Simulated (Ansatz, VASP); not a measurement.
# One calculation of SrO, two programs

Contents of INCAR:

```
  PREC = Accurate
  ENCUT = 520
  EDIFF = 1E-6
  ISMEAR = 0
  SIGMA = 0.05
  LREAL = F
  LASPH = T
  NELM = 80
  ALGO = Normal
  ISIF = 2
  LWAVE = F
  LCHARG = F
  GGA = PS
  NBANDS = 15
```

The input KPOINTS:

```
Automatic mesh
0
Gamma
  8 8 8
```

File POSCAR:

```
SrO
1.0
    0.0321225000      2.5698000000      2.5698000000
    2.6019225000      0.0000000000      2.6019225000
    2.5698000000      2.5698000000      0.0321225000
Sr O
1 1
Direct
    0.0000000000      0.0000000000      0.0000000000
    0.5000000000      0.5000000000      0.5000000000
```

Input for Ansatz:

```yaml
crystal:
  lattice:
    - [0.0321225, 2.5698, 2.5698]
    - [2.6019225, 0.0, 2.6019225]
    - [2.5698, 2.5698, 0.0321225]
  atoms:
    - { symbol: Sr, position: [0.0, 0.0, 0.0] }
    - { symbol: O, position: [0.5, 0.5, 0.5] }
basis:
  ecutwfc: 420
kpoints:
  mp_grid: { grid: [8, 8, 8] }
hamiltonian:
  xc: pbesol
scf:
  occupations: { method: gaussian, width: 0.05 }
output:
  forces: true
  stress: true
  eigenvalues: true
```

Change from the starting cell: strain +0.0250 x Voigt [0, 0, 0, 0, 1, 0], atoms carried along.

Alike in both runs: task single point; functional PBEsol; k mesh 8 × 8 × 8; occupations gaussian, width 0.05 eV; no spin polarisation.

```csv
,VASP,Ansatz
version,VASP 6.6.1,Ansatz 0.2.0
potentials or method,"VASP PAW PBE potentials, release 64 (Sr_sv, O), cutoff 520 eV","scalar-relativistic, plane waves, PAW"
valence electrons in the cell,16,16
```

|  | VASP | Ansatz | Ansatz less VASP |
| --- | --- | --- | --- |
| gap on the k mesh at the Fermi level (eV) | 3.12 | 3.17 | +0.048 |
| least direct gap on the mesh (eV) | 3.21 | 3.24 | +0.038 |
| pressure (GPa) | -0.3 | -0.9 | -0.61 |
| traceless stress, the component that is largest in VASP (GPa) | -1.37 | -1.37 | -0.001 |

VASP's potentials were made for PBE, not for PBEsol.
